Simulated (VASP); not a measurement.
TiSe2: single point with RPBE

TiSe2:

```xyz
3
Lattice="3.5431 0.0000 0.0000 -1.7716 3.0684 0.0000 0.0000 0.0000 6.6702" Properties=species:S:1:pos:R:3 pbc="T T T"
Ti    0.0000    0.0000    0.0000
Se    0.0000    2.0456    1.5466
Se    1.7716    1.0228    5.1237
```

| Property | Result |
| --- | --- |
| Program | VASP 6.6.1 |
| Task | single point |
| Functional | RPBE |
| Potentials or basis | VASP PAW PBE potentials, release 64 (Ti_sv, Se) |
| Cutoff | 500 eV |
| k mesh | 12 × 12 × 6 |
| Occupations | gaussian, width 0.05 eV |
| Spin | non-collinear spin, zero start, spin-orbit coupling |
| Starting moments | [[0.0, 0.0, 0.0], [0.0, 0.0, 0.0], [0.0, 0.0, 0.0]] μB |
| Dipole correction | no |
| Further INCAR settings | ALGO = Normal; EDIFF = 1e-06; NBANDS = 37 |

| Property | Result |
| --- | --- |
| Pressure | 2.2 GPa |
| Largest force | 0.127 eV/Å |
| Net moment | 0.00 μB per cell |
| Valence electrons inside the program's atomic spheres | Ti 10.13; Se 3.87 |

Forces on the atoms (eV/Å):
```
Ti   0.000  0.000  0.000
Se   0.000  0.000  0.127
Se   0.000  0.000 -0.127
```

Moments on the atoms (μB; x, y, z):
```
Ti  0.00 0.00 0.00
Se  0.00 0.00 0.00
Se  0.00 0.00 0.00
```

It took 7.2 min on 1 thread of Intel(R) Xeon(R) 6975P-C (Granite Rapids) (shared host), peak memory 0.59 GiB.

Caveat: the PAW data sets were made with another functional, which shifts forces and pressure a little; this functional lacks dispersion, which binds the layers, so the pressure and a relaxed spacing across them are unreliable.
